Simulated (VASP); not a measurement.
Set up this calculation in VASP 6.6.1, as the native input.

| Item | Value |
| --- | --- |
| Task | relaxation of cell and atoms |
| Functional | PBEsol |
| Potentials or basis | VASP PAW PBE potentials, release 64 (Cd, Mg, O) |
| Cutoff | 600 eV |
| k mesh | 6 × 6 × 6 |
| Occupations | gaussian, width 0.02 eV |
| Spin | no spin polarisation |
| Dipole correction | no |
| Further INCAR settings | LREAL = Auto; ALGO = Normal; EDIFF = 1e-06; IBRION = 2; EDIFFG = -0.005; NSW = 100; ISIF = 3 |

The structure of Mg5Cd3O8 lies in POSCAR:

```
Mg5Cd3O8
1.0
   -4.4053838129     -4.4053838129      0.0000000000
   -4.4053838129      0.0000000000     -4.4053838129
    0.0225529553     -4.4279367681     -4.4279367681
Cd Mg O
3 5 8
Direct
    0.5000000000      0.5000000000      0.5000000000
    0.0000000000      0.5000000000      0.5000000000
    0.5000000000      0.0000000000      0.5000000000
    0.0000000000      0.0000000000      0.5000000000
    0.5000000000      0.5000000000      0.0000000000
    0.0000000000      0.5000000000      0.0000000000
    0.5000000000      0.0000000000      0.0000000000
    0.0000000000      0.0000000000      0.0000000000
    0.2501485067      0.2501485067      0.2293342564
    0.7703687301      0.2501485067      0.2293342564
    0.2501485067      0.7703687301      0.2293342564
    0.7606654979      0.7606654979      0.2180035063
    0.2393345021      0.2393345021      0.7819964937
    0.7498514933      0.2296312699      0.7706657436
    0.2296312699      0.7498514933      0.7706657436
    0.7498514933      0.7498514933      0.7706657436
```

One way to write it, as run:

INCAR

```
PREC = Accurate
ENCUT = 600
EDIFF = 1E-6
ISMEAR = 0
SIGMA = 0.02
LREAL = Auto
LASPH = True
NELM = 100
ALGO = Normal
ISIF = 3
LWAVE = False
LCHARG = False
GGA = PS
IBRION = 2
NSW = 100
EDIFFG = -0.005
```

KPOINTS

```
Automatic mesh
0
Gamma
  6 6 6
```

Potentials or basis: VASP PAW PBE potentials, release 64 (Cd, Mg, O).

Run with:

```console
$ cat potpaw_PBE.64/Cd/POTCAR potpaw_PBE.64/Mg/POTCAR potpaw_PBE.64/O/POTCAR > POTCAR
$ mpirun -np 1 vasp_std > vasp.out
```

Results of the run:

```yaml
Relaxed_volume: 10.80 Å³/atom
Relaxed_cell: a = 6.229 Å, b = 6.229 Å, c = 6.274 Å, α = 60.23°, β = 60.23°, γ = 60.00°
Space_group_after_relaxing_to_0.05_Å: R-3m (No. 166)
Energy_gained_by_relaxing: 0.3 meV/atom
Ionic_steps: 8
Pressure_after_relaxing: 0.0 GPa
Band_gap_on_the_k_mesh: 1.75 eV, direct
```

Caveat: the PAW data sets were made with another functional, which shifts forces and pressure a little.

Run time: 26 min on 1 thread of Intel(R) Xeon(R) 6975P-C (Granite Rapids) (shared host), peak memory 0.51 GiB.
